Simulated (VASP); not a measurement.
A run of VASP 6.6.1:

INCAR

```
  PREC = Accurate
  ENCUT = 600
  EDIFF = 1E-6
  ISMEAR = -1
  SIGMA = 0.05
  LREAL = False
  LASPH = True
  NELM = 80
  ALGO = Normal
  ISIF = 3
  LWAVE = False
  LCHARG = False
  GGA = PS
  IVDW = 13
  IBRION = 2
  NSW = 60
  EDIFFG = -0.01
```

Contents of KPOINTS:

```
Automatic mesh
0
Gamma
  7 7 6
```

File POSCAR:

```
Se
1.0
    4.3662000000      0.0000000000      0.0000000000
   -2.1831000000      3.7812401180      0.0000000000
    0.0000000000      0.0000000000      4.9536000000
Se
3
Direct
    0.7746000000      0.7746000000      0.0000000000
    0.0000000000      0.2254000000      0.6666666667
    0.2254000000      0.0000000000      0.3333333333
```

Potentials or basis: VASP PAW PBE potentials, release 64 (Se).

Run with:

```console
$ cat potpaw_PBE.64/Se/POTCAR > POTCAR
$ mpirun -np 1 vasp_std > vasp.out
```

Hardware: 1 thread of Intel(R) Xeon(R) Platinum 8559C (Emerald Rapids), on a shared host.

Task: Estimate the wall time of this run.

Result: Wall time 3.3 min on 1 thread of Intel(R) Xeon(R) Platinum 8559C (Emerald Rapids) (shared host), peak memory 0.24 GiB. Counts: scf iterations 75, k points 40, ion steps 12.
